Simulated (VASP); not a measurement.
# C (P6_3/mmc) in VASP: notebook

C is run at these levels: PBE; tasks: single point.

Program: VASP 6.6.1. These are calculated values, not measurements. Logs are shortened: lines on timing, memory, paths and dates and some standing lists are left out, and cuts for length are marked.

## (1) The cell of the first run

It takes space group P6_3/mmc (No. 194, hexagonal). Conventional cell: a = 2.388 Å, b = 2.388 Å, c = 11.808 Å, α = 90.00°, β = 90.00°, γ = 120.00°. C (site symmetry 3m) has 4 C at 1.46 to 1.49 Å within 2.0 Å. Within 2.0 Å of C (site symmetry 3m) lie 4 C at 1.46 to 1.47 Å. C (site symmetry 3m) has 4 C at 1.46 to 1.47 Å within 2.0 Å.

## (2) Single point, PBE

Input file INCAR:

```
SYSTEM = C
  PREC = Accurate
  ENCUT = 520
  EDIFF = 1E-7
  ISMEAR = 0
  SIGMA = 0.05
  LREAL = .FALSE.
  LASPH = .TRUE.
  NELM = 60
  ALGO = Normal
  ISIF = 2
  LWAVE = .FALSE.
  LCHARG = .FALSE.
  GGA = PE
  NBANDS = 36
```

Input file KPOINTS:

```
regular mesh
0
G
  12 12 2
  0 0 0
```

Input file POSCAR:

```
C
1.0
    2.3882000000      0.0000000000      0.0000000000
   -1.1941000000      2.0682418693      0.0000000000
    0.0000000000      0.0000000000     11.8077000000
C
12
Direct
    0.0000000000      0.0000000000      0.1868593266
    0.0000000000      0.0000000000      0.6868593266
    0.0000000000      0.0000000000      0.3131406734
    0.0000000000      0.0000000000      0.8131406734
    0.3333333333      0.6666666667      0.5207665411
    0.6666666667      0.3333333333      0.0207665411
    0.3333333333      0.6666666667      0.9792334589
    0.6666666667      0.3333333333      0.4792334589
    0.3333333333      0.6666666667      0.6450950823
    0.6666666667      0.3333333333      0.1450950823
    0.3333333333      0.6666666667      0.8549049177
    0.6666666667      0.3333333333      0.3549049177
```

Potentials or basis: VASP PAW PBE potentials, release 64 (C).

The run is started by

```console
> cat potpaw_PBE.64/C/POTCAR > POTCAR
> mpirun -np 1 vasp_std > vasp.out
```

OUTCAR:

```text
SYSTEM = C
   PREC = Accurate
   ENCUT = 520
   EDIFF = 1E-7
   ISMEAR = 0
   LREAL = .FALSE.
   LASPH = .TRUE.
   NELM = 60
   ISIF = 2
   GGA = PE

 ion  position               nearest neighbor table
   1  0.000  0.000  0.187-  10 1.46  10 1.46  10 1.46   3 1.49
   2  0.000  0.000  0.687-   9 1.46   9 1.46   9 1.46   4 1.49
   3  0.000  0.000  0.313-  12 1.46  12 1.46  12 1.46   1 1.49
   4  0.000  0.000  0.813-  11 1.46  11 1.46  11 1.46   2 1.49
   5  0.333  0.667  0.521-   8 1.46   8 1.46   8 1.46   9 1.47
   6  0.667  0.333  0.021-   7 1.46   7 1.46   7 1.46  10 1.47
   7  0.333  0.667  0.979-   6 1.46   6 1.46   6 1.46  11 1.47
   8  0.667  0.333  0.479-   5 1.46   5 1.46   5 1.46  12 1.47
   9  0.333  0.667  0.645-   2 1.46   2 1.46   2 1.46   5 1.47
  10  0.667  0.333  0.145-   1 1.46   1 1.46   1 1.46   6 1.47
  11  0.333  0.667  0.855-   4 1.46   4 1.46   4 1.46   7 1.47
  12  0.667  0.333  0.355-   3 1.46   3 1.46   3 1.46   8 1.47

  LATTYP: Found a hexagonal cell.
 ALAT       =     2.3882000000
 C/A-ratio  =     4.9441839042

  Lattice vectors:

 A1 = (   2.3882000000,   0.0000000000,   0.0000000000)
 A2 = (  -1.1941000000,   2.0682418693,   0.0000000000)
 A3 = (   0.0000000000,   0.0000000000,  11.8077000000)

Analysis of symmetry for initial positions (statically):
=====================================================================
 Subroutine PRICEL returns:
 Original cell was already a primitive cell.

 Routine SETGRP: Setting up the symmetry group for a
 hexagonal supercell.

 Subroutine GETGRP returns: Found 24 space group operations
 (whereof 12 operations were pure point group operations)
 out of a pool of 24 trial point group operations.

The static configuration has the point symmetry D_3d.
 The point group associated with its full space group is D_6h.

Analysis of symmetry for dynamics (positions and initial velocities):
=====================================================================
 Subroutine PRICEL returns:
 Original cell was already a primitive cell.

 Routine SETGRP: Setting up the symmetry group for a
 hexagonal supercell.

 Subroutine GETGRP returns: Found 24 space group operations
 (whereof 12 operations were pure point group operations)
 out of a pool of 24 trial point group operations.

The dynamic configuration has the point symmetry D_3d.
 The point group associated with its full space group is D_6h.

 Subroutine INISYM returns: Found 24 space group operations
 (whereof 12 operations are pure point group operations),
 and found     1 'primitive' translations

----------------------------------------------------------------------------------------

                                     Primitive cell

  volume of cell :      58.3227

  direct lattice vectors                    reciprocal lattice vectors
     2.388200000  0.000000000  0.000000000     0.418725400  0.241751222  0.000000000
    -1.194100000  2.068241869  0.000000000     0.000000000  0.483502445  0.000000000
     0.000000000  0.000000000 11.807700000     0.000000000  0.000000000  0.084690499

  length of vectors
     2.388200000  2.388200000 11.807700000     0.483502445  0.483502445  0.084690499

  position of ions in fractional coordinates (direct lattice)
     0.000000000  0.000000000  0.186859327
     0.000000000  0.000000000  0.686859327
     0.000000000  0.000000000  0.313140673
     0.000000000  0.000000000  0.813140673
     0.333333333  0.666666667  0.520766541
     0.666666667  0.333333333  0.020766541
     0.333333333  0.666666667  0.979233459
     0.666666667  0.333333333  0.479233459
     0.333333333  0.666666667  0.645095082
     0.666666667  0.333333333  0.145095082
     0.333333333  0.666666667  0.854904918
     0.666666667  0.333333333  0.354904918

  ion indices of the primitive-cell ions
   primitive index   ion index
                 1           1
                 2           2
                 3           3
                 4           4
                 5           5
                 6           6
                 7           7
                 8           8
                 9           9
                10          10
                11          11
                12          12

----------------------------------------------------------------------------------------

 KPOINTS: regular mesh

Automatic generation of k-mesh.
 Grid dimensions read from file:
 generate k-points for:   12   12    2

 Generating k-lattice:

  Cartesian coordinates                     Fractional coordinates (reciprocal lattice)
     0.034893783  0.020145935  0.000000000     0.083333333  0.000000000  0.000000000
     0.000000000  0.040291870  0.000000000     0.000000000  0.083333333  0.000000000
     0.000000000  0.000000000  0.042345249     0.000000000  0.000000000  0.500000000

  Length of vectors
     0.040291870  0.040291870  0.042345249

  Shift w.r.t. Gamma in fractional coordinates (k-lattice)
     0.000000000  0.000000000  0.000000000

 Subroutine IBZKPT returns following result:
 ===========================================

 Found     38 irreducible k-points:

 Following reciprocal coordinates:
            Coordinates               Weight
  0.000000  0.000000  0.000000      1.000000
  0.083333  0.000000  0.000000      6.000000
  0.166667 -0.000000  0.000000      6.000000
  0.250000  0.000000  0.000000      6.000000
  0.333333  0.000000  0.000000      6.000000
  0.416667  0.000000  0.000000      6.000000
[... 16 lines left out ...]
  0.250000  0.000000  0.500000      6.000000
  0.333333  0.000000  0.500000      6.000000
 [... further k-points ...]
   k-points           NKPTS =     38   k-points in BZ     NKDIM =     38   number of bands    NBANDS=     36
   number of dos      NEDOS =    301   number of ions     NIONS =     12
   total plane-waves  NPLWV =  29160
   dimension x,y,z NGX =    18 NGY =   18 NGZ =   90
   dimension x,y,z NGXF=    36 NGYF=   36 NGZF=  180
   ions per type =              12
   NGX,Y,Z   is equivalent  to a cutoff of  12.53, 12.53, 12.67 a.u.
   NGXF,Y,Z  is equivalent  to a cutoff of  25.06, 25.06, 25.34 a.u.
 SYSTEM =  C
   PREC   = accura    normal or accurate (medium, high low for compatibility)
   ISTART =      0    job   : 0-new  1-cont  2-samecut
   ICHARG =      2    charge: 1-file 2-atom 10-const
   ISPIN  =      1    spin polarized calculation?
   LNONCOLLINEAR =      F non collinear calculations
   LSORBIT =      F    spin-orbit coupling
   LASPH  =      T    aspherical Exc in radial PAW
   ENCUT  =  520.0 eV  38.22 Ry    6.18 a.u.   4.44  4.44 21.95*2*pi/ulx,y,z
   NELM   =     60;   NELMIN=  2; NELMDL= -5     # of ELM steps
   EDIFF  = 0.1E-06   stopping-criterion for ELM
   LREAL  =      F    real-space projection
   EDIFFG = 0.1E-05   stopping-criterion for IOM
   NSW    =      0    number of steps for IOM
   IBRION =     -1    ionic relax: 0-MD 1-quasi-New 2-CG
   NFREE  =      0    steps in history (QN), initial steepest desc. (CG)
   ISIF   =      2    stress and relaxation
   ISYM   =      2    0-nonsym 1-usesym 2-fastsym
   POTIM  = 0.5000    time-step for ionic-motion
   TEBEG  =    0.0;   TEEND  =   0.0 temperature during run
   PSTRESS=    0.0 pullay stress
   NELECT =      48.0000    total number of electrons
   NUPDOWN=      -1.0000    fix difference up-down
   EMIN   =  10.00;   EMAX   =-10.00  energy-range for DOS
   EFERMI =   0.00;   METHOD = LEGACY
   ISMEAR =     0;   SIGMA  =   0.05  broadening in eV -4-tet -1-fermi 0-gaus
   EFERMI_NEDOS =   21; number of points for ismear=-14 and -15
   IALGO  =     38    algorithm
   IMIX   =      4    mixing-type and parameters
     AMIX     =   0.40;   BMIX     =  1.00
     AMIX_MAG =   1.60;   BMIX_MAG =  1.00
  volume/ion in A,a.u.               =       4.86        32.80
  Fermi-wavevector in a.u.,A,eV,Ry     =   1.534179  2.899179 32.024118  2.353706
  Thomas-Fermi vector in A             =   2.641143
   LORBIT       =      0    0 simple, 1 ext, 2 COOP (PROOUT), +10 PAW based schemes
   GGA     = PE    functional components
   LHFCALC =     F    Hartree Fock is set to
   AEXX    =    0.0000 exact exchange contribution
   IVDW    =     0    specifies the selected vdW correction
   LEPSILON=     F    determine dielectric tensor
   LRPA    =     F    only Hartree local field effects (RPA)
 non-spin polarized calculation
 Gauss-broadening in eV      SIGMA  =   0.05
  energy-cutoff  :      520.00
  volume of cell :       58.32
 maximum number of plane-waves:      1628
 NGX is ok and might be reduce to    18

 number of electron      48.0000011 magnetization

 Free energy of the ion-electron system (eV)
  ---------------------------------------------------
  ext. energy  EPLUGINS =         0.00000000
  ---------------------------------------------------
  free energy    TOTEN  =      -106.40748063 eV

  energy without entropy =     -106.40748063  energy(sigma->0) =     -106.40748063

 E-fermi :  12.4871     XC(G=0): -14.0391

 val. band max:       12.2104881661   @ k =   0.0000   0.0000   0.0000
 cond. band min:      17.0829850941   @ k =   0.4167   0.0000   0.0000
 fundamental gap:      4.8724969279
 Fermi energy:        12.4870759081

 k-point     1 :       0.0000    0.0000    0.0000
  band No.  band energies     occupation
      1     -11.5820      2.00000
      2     -10.7815      2.00000
      3     -10.7005      2.00000
      4      -8.2914      2.00000
      5      -8.2241      2.00000
      6      -4.9788      2.00000
[... 28 lines left out ...]
     35      20.8408      0.00000
     36      21.7272      0.00000
[... 866 lines left out ...]
      6      -3.6935      2.00000
[... 28 lines left out ...]
     35      22.9104      0.00000
     36      22.9104      0.00000

 [... further k-points ...]

------------------------ aborting loop because EDIFF is reached ----------------------------------------

  FORCE on cell =-STRESS in cart. coord.  units (eV):
  Direction    XX          YY          ZZ          XY          YZ          ZX
  --------------------------------------------------------------------------------------
  -------------------------------------------------------------------------------------
  Total       34.5495427     34.5495427     33.0408431     -0.0000000      0.0000000      0.0000000
  in kB      949.1078276    949.1078276    907.6624574     -0.0000000      0.0000000      0.0000000
  external PRESSURE =     935.2927042 kB  Pullay stress =       0.0000000 kB

 VOLUME and BASIS-vectors are now :
 -----------------------------------------------------------------------------
  energy-cutoff  :      520.00
  volume of cell :       58.32
      direct lattice vectors                 reciprocal lattice vectors
     2.388200000  0.000000000  0.000000000     0.418725400  0.241751222  0.000000000
    -1.194100000  2.068241869  0.000000000     0.000000000  0.483502445  0.000000000
     0.000000000  0.000000000 11.807700000     0.000000000  0.000000000  0.084690499

 POSITION                                       TOTAL-FORCE (eV/Angst)
 -----------------------------------------------------------------------------------
      0.00000      0.00000      2.20638         0.000000     -0.000000      0.181036
      0.00000      0.00000      8.11023        -0.000000      0.000000      0.181036
      0.00000      0.00000      3.69747         0.000000     -0.000000     -0.181036
      0.00000      0.00000      9.60132        -0.000000      0.000000     -0.181036
     -0.00000      1.37883      6.14906        -0.000000      0.000000      0.057683
      1.19410      0.68941      0.24521        -0.000000     -0.000000      0.057683
     -0.00000      1.37883     11.56249        -0.000000     -0.000000     -0.057683
      1.19410      0.68941      5.65864        -0.000000     -0.000000     -0.057683
     -0.00000      1.37883      7.61709        -0.000000     -0.000000     -0.097978
      1.19410      0.68941      1.71324         0.000000      0.000000     -0.097978
     -0.00000      1.37883     10.09446        -0.000000     -0.000000      0.097978
      1.19410      0.68941      4.19061         0.000000     -0.000000      0.097978
 -----------------------------------------------------------------------------------
    total drift:                                0.000000     -0.000000      0.000000

  FREE ENERGIE OF THE ION-ELECTRON SYSTEM (eV)
  ---------------------------------------------------
  free  energy   TOTEN  =      -106.4074806303 eV

  energy  without entropy=     -106.4074806303  energy(sigma->0) =     -106.40748063
```

Run time: 49 s. Hardware: 1 thread of AMD EPYC 9R45 (Zen 5), shared host; peak memory 0.16 GiB.

Results:

| Property | Result |
| --- | --- |
| Free energy | -106.4075 eV |
| Pressure | 93.5 GPa |
| Largest force | 0.181 eV/Å |
| Band gap on the k mesh | 4.87 eV (least direct gap 5.78 eV) |

Forces on the atoms (eV/Å):
```
C    0.000  0.000  0.181
C    0.000  0.000  0.181
C    0.000  0.000 -0.181
C    0.000  0.000 -0.181
C    0.000  0.000  0.058
C    0.000  0.000  0.058
C    0.000  0.000 -0.058
C    0.000  0.000 -0.058
C    0.000  0.000 -0.098
C    0.000  0.000 -0.098
C    0.000  0.000  0.098
C    0.000  0.000  0.098
```

Stress tensor (GPa, compression positive):
```
94.91  0.00  0.00
 0.00 94.91  0.00
 0.00  0.00 90.77
```

Caveat: the cell stands under pressure.

## (3) Single point, PBE

This run uses another cell than the first one, of the same volume but with other edges.

Input file INCAR:

```
SYSTEM = C
  PREC = Accurate
  ENCUT = 520
  EDIFF = 1E-6
  ISMEAR = 0
  SIGMA = 0.05
  LREAL = .False.
  LASPH = .True.
  NELM = 80
  ALGO = Normal
  ISIF = 2
  LWAVE = .False.
  LCHARG = .False.
  GGA = PE
  NBANDS = 36
```

Input file KPOINTS:

```
Automatic mesh
0
Gamma
  12 12 2
  0 0 0
```

POSCAR, as its differences from that of step 2:

```diff
@@ -2,5 +2,5 @@
 1.0
-    2.3882000000      0.0000000000      0.0000000000
-   -1.1941000000      2.0682418693      0.0000000000
-    0.0000000000      0.0000000000     11.8077000000
+    2.3441000000      0.0000000000      0.0000000000
+   -1.1720500000      2.0300501490      0.0000000000
+    0.0000000000      0.0000000000     12.2737000000
 C
```

Potentials or basis: VASP PAW PBE potentials, release 64 (C).

The run is started by

```console
> cat potpaw_PBE.64/C/POTCAR > POTCAR
> mpirun -np 1 vasp_std > vasp.out
```

It took 47 s on 1 thread of AMD EPYC 9R45 (Zen 5), shared host; peak memory 0.16 GiB.

It converged, with:

```
Free energy            : -105.7333 eV
Pressure               : 95.0 GPa
Largest force          : 0.733 eV/Å
Band gap on the k mesh : 4.21 eV
```

Forces in eV/Å, atoms in the order of the input:
```
C    0.000  0.000  0.733
C    0.000  0.000  0.733
C    0.000  0.000 -0.733
C    0.000  0.000 -0.733
C    0.000  0.000  0.672
C    0.000  0.000  0.672
C    0.000  0.000 -0.672
C    0.000  0.000 -0.672
C    0.000  0.000 -0.579
C    0.000  0.000 -0.579
C    0.000  0.000  0.579
C    0.000  0.000  0.579
```

Stress tensor (GPa, compression positive):
```
127.74   0.00   0.00
  0.00 127.74   0.00
  0.00   0.00  29.41
```

Levels at points of the mesh, in eV from the valence-band top:
```tsv
k point	band 21	band 22	band 23	band 24	band 25	band 26	band 27	band 28
(0.00, 0.00, 0.00)	-0.88	-0.43	0.00	0.00	4.21	6.44	6.44	7.46
(0.50, 0.00, 0.00)	-4.72	-4.69	-4.34	-3.65	4.99	5.81	6.19	6.24
(0.00, 0.00, 0.50)	-0.28	-0.28	-0.28	-0.28	5.71	5.71	6.80	6.80
(0.50, 0.00, 0.50)	-4.55	-4.55	-3.96	-3.96	5.29	5.29	5.96	5.96
```

Caveat: the stress differs along the axes, from 29 to 128 GPa.

(Continued in part 2 of 2.)
